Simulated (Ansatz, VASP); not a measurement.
# Two plane-wave programs on ZrB

The input INCAR:

```
ALGO     = Normal         # electronic algorithm
EDIFF    = 1E-6           # SCF threshold, eV
ENCUT    = 520            # plane-wave cutoff, eV
GGA      = PS             # functional
ISIF     = 2              # what is computed and relaxed
ISMEAR   = 0              # smearing method
LASPH    = T              # aspherical terms in the spheres
LCHARG   = F              # write CHGCAR
LREAL    = F              # projectors in reciprocal space
LWAVE    = F              # write WAVECAR
NBANDS   = 14             # bands
NELM     = 80             # most SCF steps
PREC     = Accurate       # precision mode
SIGMA    = 0.15           # smearing width, eV
```

Contents of KPOINTS:

```
k-points
0
Gamma
  18 18 18
```

POSCAR

```
ZrB
1.0
    0.0058125000      2.3250000000      2.3250000000
    2.3308125000      0.0000000000      2.3308125000
    2.3250000000      2.3250000000      0.0058125000
Zr B
1 1
Direct
    0.0000000000      0.0000000000      0.0000000000
    0.5000000000      0.5000000000      0.5000000000
```

Input for Ansatz:

```yaml
crystal:
  lattice:
    - [0.0058125, 2.325, 2.325]
    - [2.3308125, 0.0, 2.3308125]
    - [2.325, 2.325, 0.0058125]
  atoms:
    - { symbol: Zr, position: [0.0, 0.0, 0.0] }
    - { symbol: B, position: [0.5, 0.5, 0.5] }
basis:
  ecutwfc: 420
kpoints:
  mp_grid: { grid: [18, 18, 18] }
hamiltonian:
  xc: pbesol
scf:
  occupations: { method: gaussian, width: 0.15 }
output:
  forces: true
  stress: true
  eigenvalues: true
```

Change from the starting cell: strain +0.0050 x Voigt [0, 0, 0, 0, 1, 0], atoms carried along.

Alike in both runs: task single point; functional PBEsol; k mesh 18 × 18 × 18; occupations gaussian, width 0.15 eV; no spin polarisation.

|  | VASP | Ansatz |
| --- | --- | --- |
| version | VASP 6.6.1 | Ansatz 0.2.0 |
| potentials or method | VASP PAW PBE potentials, release 64 (Zr_sv, B), cutoff 520 eV | scalar-relativistic, plane waves, PAW |
| valence electrons in the cell | 15 | 15 |

```tsv
	VASP	Ansatz	Ansatz less VASP
gap on the k mesh at the Fermi level (eV)	none	none	-
pressure (GPa)	29.7	29.4	-0.31
traceless stress, the component that is largest in VASP (GPa)	-0.28	-0.28	-0.001
```

VASP's potentials were made for PBE, not for PBEsol. A gap of «none» marks a metal or a gap that the smearing closes. Both programs put the cell under a high pressure, so it lies far from rest at this level. With one functional, cell and mesh, what is left measures potentials, basis and numerics.
